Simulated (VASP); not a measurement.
A run of VASP 6.6.1 is set up as follows.

File POSCAR:

```
SrTiO3
1.0
    3.9068515016      0.0000000000      0.0000000000
    0.0000000000      3.9068515016      0.0000000000
    0.0000000000      0.0000000000      3.7896459565
Sr Ti O
1 1 3
Direct
    0.0000000000      0.0000000000      0.0000000000
    0.5000000000      0.5000000000      0.5000000000
    0.5000000000      0.5000000000      0.0000000000
    0.5000000000      0.0000000000      0.5000000000
    0.0000000000      0.5000000000      0.5000000000
```

Contents of INCAR.step1:

```
SYSTEM = SrTiO3
PREC = Accurate ; ENCUT = 520
ISMEAR = 0 ; SIGMA = 0.01
LREAL = .False. ; LASPH = .True.
NELM = 60 ; NBANDS = 28
GGA = PE ; ALGO = Normal
EDIFF = 1E-4 ; LWAVE = .True.
LCHARG = .False.
```

The input INCAR.step2:

```
SYSTEM = SrTiO3
PREC = Accurate ; ENCUT = 520
EDIFF = 1E-6 ; ISMEAR = 0
SIGMA = 0.01 ; LREAL = .False.
LASPH = .True. ; NELM = 60
ALGO = Normal ; ISIF = 2
LWAVE = .False. ; LCHARG = .False.
METAGGA = R2SCAN ; LMIXTAU = .True.
NBANDS = 28 ; ISTART = 1
```

KPOINTS

```
Automatic mesh
0
Gamma
  6 6 6
  0 0 0
```

Potentials or basis: VASP PAW PBE potentials, release 64 (Sr_sv, Ti_sv, O).

The run is started by

```bash
$ cat potpaw_PBE.64/Sr_sv/POTCAR potpaw_PBE.64/Ti_sv/POTCAR potpaw_PBE.64/O/POTCAR > POTCAR
$ cp INCAR.step1 INCAR
$ mpirun -np 1 vasp_std > vasp.out
$ cp INCAR.step2 INCAR
$ mpirun -np 1 vasp_std > vasp.out
```

What does it give for the pressure?

7.5 GPa.

Predict the band gap on the k mesh.

2.29 eV (least direct gap 2.65 eV).

Stress tensor (GPa, compression positive):
```
 4.47  0.00  0.00
 0.00  4.47  0.00
 0.00  0.00 13.57
```

Caveat: the cell differs from its parent crystal (uniaxial z strain -3.0%); the cell stands under pressure; the PAW data sets were made with another functional, which shifts forces and pressure a little. A k mesh can miss the band edges.
